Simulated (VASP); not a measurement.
# B6Pd (Fm-3m) in VASP: further runs

Runs on B6Pd. Level: PBE. Tasks: single point.

Program: VASP 6.6.1. These are calculated values, not measurements. Logs are shortened: lines on timing, memory, paths and dates and some standing lists are left out, and cuts for length are marked.

## Step 1: The cell of the first run

Symmetry: Fm-3m, No. 225, cubic system. The conventional cell has a = 5.970 Å, b = 5.970 Å, c = 5.970 Å, α = 90.00°, β = 90.00°, γ = 90.00°. Within 2.3 Å of B (site symmetry 4mm) lie 4 B at 1.72 Å and 1 Pd at 1.77 Å. Pd (site symmetry m-3m) has 6 B at 1.77 Å within 2.3 Å.

The cell was built from a structure type or drawn by symmetry, and may not be a known phase.

## Step 2: Single point, PBE

Input file INCAR:

```
SYSTEM = B6Pd
  PREC = Accurate
  ENCUT = 520
  EDIFF = 1E-6
  ISMEAR = 0
  SIGMA = 0.1
  LREAL = .False.
  LASPH = .True.
  NELM = 100
  ALGO = Normal
  ISIF = 2
  LWAVE = .False.
  LCHARG = .False.
  GGA = PE
  NBANDS = 23
```

Input file KPOINTS:

```
Automatic mesh
0
Gamma
  6 6 6
  0 0 0
```

Input file POSCAR:

```
B6Pd
1.0
    0.0000000000      2.9848407400      2.9848407400
    2.9848407400      0.0000000000      2.9848407400
    2.9848407400      2.9848407400      0.0000000000
B Pd
6 1
Direct
    0.2961715200      0.7038284800      0.7038284800
    0.7038284800      0.2961715200      0.2961715200
    0.7038284800      0.2961715200      0.7038284800
    0.2961715200      0.7038284800      0.2961715200
    0.7038284800      0.7038284800      0.2961715200
    0.2961715200      0.2961715200      0.7038284800
    0.0000000000      0.0000000000      0.0000000000
```

Potentials or basis: VASP PAW PBE potentials, release 64 (B, Pd).

On the command line:

```bash
cat potpaw_PBE.64/B/POTCAR potpaw_PBE.64/Pd/POTCAR > POTCAR
mpirun -np 1 vasp_std > vasp.out
```

OUTCAR:

```text
SYSTEM = B6Pd
   PREC = Accurate
   ENCUT = 520
   EDIFF = 1E-6
   ISMEAR = 0
   LREAL = .False.
   LASPH = .True.
   NELM = 100
   ISIF = 2
   GGA = PE

 ion  position               nearest neighbor table
   1  0.296  0.704  0.704-   3 1.72   4 1.72   5 1.72   6 1.72   7 1.77
   2  0.704  0.296  0.296-   3 1.72   4 1.72   5 1.72   6 1.72   7 1.77
   3  0.704  0.296  0.704-   1 1.72   2 1.72   5 1.72   6 1.72   7 1.77
   4  0.296  0.704  0.296-   1 1.72   2 1.72   5 1.72   6 1.72   7 1.77
   5  0.704  0.704  0.296-   1 1.72   2 1.72   3 1.72   4 1.72   7 1.77
   6  0.296  0.296  0.704-   1 1.72   2 1.72   3 1.72   4 1.72   7 1.77
   7  0.000  0.000  0.000-   1 1.77   2 1.77   3 1.77   4 1.77   5 1.77   6 1.77

  LATTYP: Found a face centered cubic cell.
 ALAT       =     5.9696814800

  Lattice vectors:

 A1 = (   0.0000000000,   2.9848407400,   2.9848407400)
 A2 = (   2.9848407400,   0.0000000000,   2.9848407400)
 A3 = (   2.9848407400,   2.9848407400,   0.0000000000)

Analysis of symmetry for initial positions (statically):
=====================================================================
 Subroutine PRICEL returns:
 Original cell was already a primitive cell.

 Routine SETGRP: Setting up the symmetry group for a
 face centered cubic supercell.

 Subroutine GETGRP returns: Found 48 space group operations
 (whereof 48 operations were pure point group operations)
 out of a pool of 48 trial point group operations.

The static configuration has the point symmetry O_h .

Analysis of symmetry for dynamics (positions and initial velocities):
=====================================================================
 Subroutine PRICEL returns:
 Original cell was already a primitive cell.

 Routine SETGRP: Setting up the symmetry group for a
 face centered cubic supercell.

 Subroutine GETGRP returns: Found 48 space group operations
 (whereof 48 operations were pure point group operations)
 out of a pool of 48 trial point group operations.

The dynamic configuration has the point symmetry O_h .

 Subroutine INISYM returns: Found 48 space group operations
 (whereof 48 operations are pure point group operations),
 and found     1 'primitive' translations

----------------------------------------------------------------------------------------

                                     Primitive cell
[... 93 lines left out ...]
   LREAL  =      F    real-space projection
   EDIFFG = 0.1E-04   stopping-criterion for IOM
   NSW    =      0    number of steps for IOM
   IBRION =     -1    ionic relax: 0-MD 1-quasi-New 2-CG
   NFREE  =      0    steps in history (QN), initial steepest desc. (CG)
   ISIF   =      2    stress and relaxation
   ISYM   =      2    0-nonsym 1-usesym 2-fastsym
   POTIM  = 0.5000    time-step for ionic-motion
   TEBEG  =    0.0;   TEEND  =   0.0 temperature during run
   PSTRESS=    0.0 pullay stress
   NELECT =      28.0000    total number of electrons
   NUPDOWN=      -1.0000    fix difference up-down
   EMIN   =  10.00;   EMAX   =-10.00  energy-range for DOS
   EFERMI =   0.00;   METHOD = LEGACY
   ISMEAR =     0;   SIGMA  =   0.10  broadening in eV -4-tet -1-fermi 0-gaus
   EFERMI_NEDOS =   21; number of points for ismear=-14 and -15
   IALGO  =     38    algorithm
   IMIX   =      4    mixing-type and parameters
     AMIX     =   0.40;   BMIX     =  1.00
     AMIX_MAG =   1.60;   BMIX_MAG =  1.00
  volume/ion in A,a.u.               =       7.60        51.27
  Fermi-wavevector in a.u.,A,eV,Ry     =   1.321893  2.498016 23.774840  1.747401
  Thomas-Fermi vector in A             =   2.451614
   LORBIT       =      0    0 simple, 1 ext, 2 COOP (PROOUT), +10 PAW based schemes
   GGA     = PE    functional components
   LHFCALC =     F    Hartree Fock is set to
   AEXX    =    0.0000 exact exchange contribution
   IVDW    =     0    specifies the selected vdW correction
   LEPSILON=     F    determine dielectric tensor
   LRPA    =     F    only Hartree local field effects (RPA)
 non-spin polarized calculation
 Gauss-broadening in eV      SIGMA  =   0.10
  energy-cutoff  :      520.00
  volume of cell :       53.19
 maximum number of plane-waves:      1459
   NGX = 15   NGY = 15   NGZ = 15

 number of electron      27.9999996 magnetization

 Free energy of the ion-electron system (eV)
  ---------------------------------------------------
  ext. energy  EPLUGINS =         0.00000000
  ---------------------------------------------------
  free energy    TOTEN  =       -32.45530217 eV

  energy without entropy =      -32.44153779  energy(sigma->0) =      -32.44841998

 E-fermi :   8.2740     XC(G=0): -12.3044

 val. band max:        8.2682652507   @ k =   0.3333   0.0000   0.0000
 cond. band min:       8.3104582443   @ k =  -0.1667   0.1667   0.0000
 fundamental gap:      0.0421929935
 Fermi energy:         8.2739575375

 k-point     1 :       0.0000    0.0000    0.0000
  band No.  band energies     occupation
      1      -7.5126      2.00000
      2      -1.1592      2.00000
      3      -1.1592      2.00000
      4      -0.4164      2.00000
      5      -0.0077      2.00000
      6      -0.0077      2.00000
[... 405 lines left out ...]
     22      18.4372      0.00000
     23      18.9756      0.00000

------------------------ aborting loop because EDIFF is reached ----------------------------------------

  FORCE on cell =-STRESS in cart. coord.  units (eV):
  Direction    XX          YY          ZZ          XY          YZ          ZX
  --------------------------------------------------------------------------------------
  -------------------------------------------------------------------------------------
  Total       35.7411805     35.7411805     35.7411805      0.0000000      0.0000000      0.0000000
  in kB     1076.6783686   1076.6783686   1076.6783686      0.0000000      0.0000000      0.0000000
  external PRESSURE =    1076.6783686 kB  Pullay stress =       0.0000000 kB

 VOLUME and BASIS-vectors are now :
 -----------------------------------------------------------------------------
  energy-cutoff  :      520.00
  volume of cell :       53.19
      direct lattice vectors                 reciprocal lattice vectors
     0.000000000  2.984840740  2.984840740    -0.167513125  0.167513125  0.167513125
     2.984840740  0.000000000  2.984840740     0.167513125 -0.167513125  0.167513125
     2.984840740  2.984840740  0.000000000     0.167513125  0.167513125 -0.167513125

 POSITION                                       TOTAL-FORCE (eV/Angst)
 -----------------------------------------------------------------------------------
      4.20163      2.98484      2.98484        -7.190996     -0.000000     -0.000000
      1.76805      2.98484      2.98484         7.190996     -0.000000     -0.000000
      2.98484      4.20163      2.98484         0.000000     -7.190996     -0.000000
      2.98484      1.76805      2.98484         0.000000      7.190996     -0.000000
      2.98484      2.98484      4.20163         0.000000     -0.000000     -7.190996
      2.98484      2.98484      1.76805         0.000000     -0.000000      7.190996
      0.00000      0.00000      0.00000        -0.000000     -0.000000      0.000000
 -----------------------------------------------------------------------------------
    total drift:                                0.000000      0.000000      0.000000

  FREE ENERGIE OF THE ION-ELECTRON SYSTEM (eV)
  ---------------------------------------------------
  free  energy   TOTEN  =       -32.4553021655 eV

  energy  without entropy=      -32.4415377943  energy(sigma->0) =      -32.44841998
```

OSZICAR:

```text
N       E                     dE             d eps       ncg     rms          rms(c)
DAV:   1     0.122946802971E+03    0.12295E+03   -0.13236E+04   736   0.113E+03
DAV:   2    -0.329934932737E+02   -0.15594E+03   -0.14885E+03   902   0.258E+02
DAV:   3    -0.387923879253E+02   -0.57989E+01   -0.56787E+01   946   0.468E+01
DAV:   4    -0.388542617120E+02   -0.61874E-01   -0.61836E-01   890   0.507E+00
DAV:   5    -0.388552467676E+02   -0.98506E-03   -0.98501E-03   953   0.623E-01    0.302E+01
DAV:   6    -0.338196482858E+02    0.50356E+01   -0.37339E+01   862   0.520E+01    0.904E+00
DAV:   7    -0.326353384700E+02    0.11843E+01   -0.73871E+00   855   0.261E+01    0.630E+00
DAV:   8    -0.324883108888E+02    0.14703E+00   -0.48688E-01   911   0.398E+00    0.368E+00
DAV:   9    -0.324566793716E+02    0.31632E-01   -0.68058E-02   834   0.274E+00    0.724E-01
DAV:  10    -0.324551504246E+02    0.15289E-02   -0.15708E-02   876   0.849E-01    0.215E-01
DAV:  11    -0.324552914697E+02   -0.14105E-03   -0.10171E-03   925   0.265E-01    0.116E-01
DAV:  12    -0.324553003153E+02   -0.88455E-05   -0.14444E-04   890   0.979E-02    0.131E-02
DAV:  13    -0.324553021230E+02   -0.18077E-05   -0.68736E-06   932   0.224E-02    0.668E-03
DAV:  14    -0.324553021655E+02   -0.42527E-07   -0.13270E-06   678   0.732E-03
   1 F= -.32455302E+02 E0= -.32448420E+02  d E =-.137644E-01
```

Wall time 17 s (1 thread of Intel Xeon Platinum 8488C (Sapphire Rapids), shared host); peak memory 0.17 GiB.

What came out:

* Free energy: -32.4553 eV
* Pressure: 107.7 GPa
* Largest force: 7.191 eV/Å
* Band gap on the k mesh: zero (bands 14 and 15 overlap by 1.05 eV)

Forces on the atoms (eV/Å):
```
B   -7.191  0.000  0.000
B    7.191  0.000  0.000
B    0.000 -7.191  0.000
B    0.000  7.191  0.000
B    0.000  0.000 -7.191
B    0.000  0.000  7.191
Pd   0.000  0.000  0.000
```

Caveat: the cell stands under pressure; forces of over 1 eV/Å act on the atoms, so gaps and moduli don't describe the material at rest.

## Step 3: Single point, PBE

This run uses another cell than the first one, of 10.72 Å³/atom.

Input file INCAR:

```
ALGO = Normal
EDIFF = 1E-6
ENCUT = 520
GGA = PE
ISIF = 2
ISMEAR = 0
LASPH = T
LCHARG = F
LREAL = F
LWAVE = F
NBANDS = 23
NELM = 100
PREC = Accurate
SIGMA = 0.1
```

Input file KPOINTS:

```
k-points
0
Gamma
  6 6 6
```

Input file POSCAR:

```
B6Pd
1.0
    0.0000000000      3.3480392135      3.3480392135
    3.3480392135      0.0000000000      3.3480392135
    3.3480392135      3.3480392135      0.0000000000
B Pd
6 1
Direct
    0.3162947838      0.6837052162      0.6837052162
    0.6837052162      0.3162947838      0.3162947838
    0.6837052162      0.3162947838      0.6837052162
    0.3162947838      0.6837052162      0.3162947838
    0.6837052162      0.6837052162      0.3162947838
    0.3162947838      0.3162947838      0.6837052162
    0.0000000000      0.0000000000      0.0000000000
```

Potentials or basis: VASP PAW PBE potentials, release 64 (B, Pd).

On the command line:

```bash
cat potpaw_PBE.64/B/POTCAR potpaw_PBE.64/Pd/POTCAR > POTCAR
mpirun -np 1 vasp_std > vasp.out
```

Run time: 28 s. Hardware: 1 thread of Intel Xeon Platinum 8488C (Sapphire Rapids), shared host; peak memory 0.2 GiB.

Results (log left out):

* Free energy: -39.6265 eV
* Pressure: 0.3 GPa
* Largest force: 0.021 eV/Å
* Band gap on the k mesh: zero (bands 14 and 15 overlap by 0.84 eV)

Forces in eV/Å, atoms in the order of the input:
```
B    0.021  0.000  0.000
B   -0.021  0.000  0.000
B    0.000  0.021  0.000
B    0.000 -0.021  0.000
B    0.000  0.000  0.021
B    0.000  0.000 -0.021
Pd   0.000  0.000  0.000
```

Levels at points of the mesh, in eV from the Fermi level:
```
           k point  band 12  band 13  band 14  band 15  band 16  band 17
(0.00, 0.00, 0.00)    -0.44    -0.44     0.36     0.36     0.36     4.71
(0.50, 0.00, 0.00)    -2.12    -1.78    -0.20     0.12     0.12     5.58
(0.50, 0.50, 0.00)    -0.25    -0.25     0.60     0.60     1.45     3.59
```
